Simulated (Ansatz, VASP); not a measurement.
## One calculation of B2N, two programs

```
CELL_PARAMETERS angstrom
-1.85671 1.85671 2.69281
1.85671 -1.85671 2.69281
1.85671 1.85671 -2.69281
ATOMIC_POSITIONS crystal
B 0.67427 0.17427 0.84853
B 0.17427 0.32573 0.50000
B 0.32573 0.82573 0.15147
B 0.82573 0.67427 0.50000
N 0.25000 0.25000 0.00000
N 0.75000 0.75000 0.00000
```

Change from the starting cell: species swapped into the Zr2Rh type (I4/mcm, No. 140).

Alike in both runs: functional PBE; k mesh 5 × 5 × 5; occupations gaussian, width 0.2 eV; no spin polarisation.

Ansatz relaxed the structure, and its values are those at the end. VASP's run is a single point on that final structure, the one shown.

|  | VASP | Ansatz |
| --- | --- | --- |
| version | VASP 6.6.1 | Ansatz 0.2.0 |
| potentials or method | VASP PAW PBE potentials, release 64 (B, N), cutoff 600 eV | scalar-relativistic, plane waves, PAW |
| valence electrons in the cell | 22 | 22 |

Ansatz gave:

```
gap on the k mesh at the Fermi level (eV) : none
pressure (GPa)                            : 0.1
rms of the force components (eV/Å)        : 0.005
```

Q: Which values does VASP return?

A: gap on the k mesh at the Fermi level (eV): none; pressure (GPa): -0.2; rms of the force components (eV/Å): 0.004.

A gap of «none» marks a metal or a gap that the smearing closes. The functional is the same, so the differences come from potentials, cutoffs and numerics.

The k mesh is coarse, so the values compare programs but aren't converged.
